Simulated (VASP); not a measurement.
A run of VASP 6.6.1 is set up as follows.

The input INCAR:

```
PREC = Accurate
ENCUT = 520
EDIFF = 1E-6
ISMEAR = 0
SIGMA = 0.15
LREAL = False
LASPH = True
NELM = 80
ALGO = Fast
ISIF = 2
LWAVE = False
LCHARG = False
NBANDS = 26
```

KPOINTS

```
regular mesh
0
Gamma
  22 22 4
```

POSCAR

```
C
1.0
   -1.2227748566      2.1167364796      0.0000000000
   -1.2227748566     -2.1167364796      0.0000000000
    0.0000000000      0.0000000000     13.3206447952
C
8
Direct
    0.9166982410      0.0833017590      0.1264075895
    0.9166982410      0.0833017590      0.6320379476
    0.4166982410      0.5833017590      0.8848531266
    0.4166982410      0.5833017590      0.3792227686
    0.0833017590      0.9166982410      0.8848531266
    0.0833017590      0.9166982410      0.3792227686
    0.5833017590      0.4166982410      0.1264075895
    0.5833017590      0.4166982410      0.6320379476
```

Potentials or basis: VASP PAW LDA potentials, release 64 (C).

The run is started by

```console
$ cat potpaw_LDA.64/C/POTCAR > POTCAR
$ mpirun -np 1 vasp_std > vasp.out
```

**Question.** What does it give for the band gap on the k mesh?

**Answer.** Zero (bands 16 and 17 overlap by 0.14 eV).

**Question.** Estimate the largest force.

**Answer.** 0.028 eV/Å.

Stress tensor (GPa, compression positive):
```
1.31 0.00 0.00
0.00 1.15 0.00
0.00 0.00 0.21
```

Caveat: the cell differs from its parent crystal (the distance across one plane changed).
